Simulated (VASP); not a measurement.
Write the native input for VASP 6.6.1 that does the following.

| Property | Result |
| --- | --- |
| Task | single point |
| Functional | r2SCAN |
| Potentials or basis | VASP PAW PBE potentials, release 64 (W_sv, S) |
| Cutoff | 520 eV |
| k mesh | 3 × 3 × 2 |
| Occupations | fermi-dirac, width 0.039 eV |
| Spin | no spin polarisation |
| Dipole correction | no |
| Further INCAR settings | ALGO = Normal; EDIFF = 1e-06; NBANDS = 64 |

Crystal: WS2.

```
W S
1.0
     6.45753    0.00000    0.00000
    -3.22876    5.59238    0.00000
     0.00000    0.00000    5.99365
W S
4 8
Direct
  0.00010 0.00719 0.99539
  0.99582 0.49266 0.00655
  0.49866 0.00219 0.99834
  0.50296 0.49691 0.99639
  0.16217 0.31462 0.27029
  0.33470 0.18130 0.74671
  0.17334 0.83253 0.24856
  0.32651 0.66024 0.73275
  0.66270 0.34347 0.26782
  0.82427 0.16201 0.74179
  0.67999 0.85418 0.27047
  0.83034 0.66779 0.74724
```

One way to write it, as run:

POSCAR

```
WS2
1.0
    6.4575288123      0.0000000001      0.0000000000
   -3.2287644062      5.5923839971      0.0000000000
    0.0000000000      0.0000000000      5.9936451124
W S
4 8
Direct
    0.0000973270      0.0071929968     -0.0046095489
   -0.0041807882      0.4926607331      0.0065536079
    0.4986563642      0.0021865451     -0.0016592574
    0.5029643398      0.4969138388     -0.0036094897
    0.1621664781      0.3146171652      0.2702919458
    0.3346983552      0.1812951329      0.7467123789
    0.1733368069      0.8325263434      0.2485587605
    0.3265113660      0.6602375663      0.7327460865
    0.6627029920      0.3434665790      0.2678169911
    0.8242675955      0.1620139104      0.7417935024
    0.6799908685      0.8541832969      0.2704682993
    0.8303350995      0.6677906957      0.7472442756
```

INCAR.step1

```
PREC = Accurate ; ENCUT = 520
ISMEAR = -1 ; SIGMA = 0.039
LREAL = False ; LASPH = True
NELM = 100 ; NBANDS = 64
GGA = PE ; ALGO = Normal
EDIFF = 1E-4 ; LWAVE = True
LCHARG = False
```

INCAR.step2

```
PREC = Accurate ; ENCUT = 520
EDIFF = 1E-6 ; ISMEAR = -1
SIGMA = 0.039 ; LREAL = False
LASPH = True ; NELM = 100
ALGO = Normal ; ISIF = 2
LWAVE = False ; LCHARG = False
METAGGA = R2SCAN ; LMIXTAU = True
NBANDS = 64 ; ISTART = 1
```

KPOINTS

```
regular mesh
0
Gamma
  3 3 2
```

Potentials or basis: VASP PAW PBE potentials, release 64 (W_sv, S).

Launch:

```sh
$ cat potpaw_PBE.64/W_sv/POTCAR potpaw_PBE.64/S/POTCAR > POTCAR
$ cp INCAR.step1 INCAR
$ mpirun -np 1 vasp_std > vasp.out
$ cp INCAR.step2 INCAR
$ mpirun -np 1 vasp_std > vasp.out
```

Results of the run:

| Property | Result |
| --- | --- |
| Pressure | -0.6 GPa |
| Largest force | 1.712 eV/Å |
| Band gap on the k mesh | zero (bands 52 and 53 overlap by 1.02 eV) |

Caveat: the k points lie up to 0.52 Å⁻¹ apart, too coarse for converged energies and pressures of a metal; the atoms stand as in a frame of molecular dynamics; the PAW data sets were made with another functional, which shifts forces and pressure a little; spin-orbit coupling is left out, which moves the levels of the heavy elements.

Run time: 6.8 min on 1 thread of AMD EPYC 9R45 96-Core Processor (Zen 5), on a shared host, peak memory 0.37 GiB.
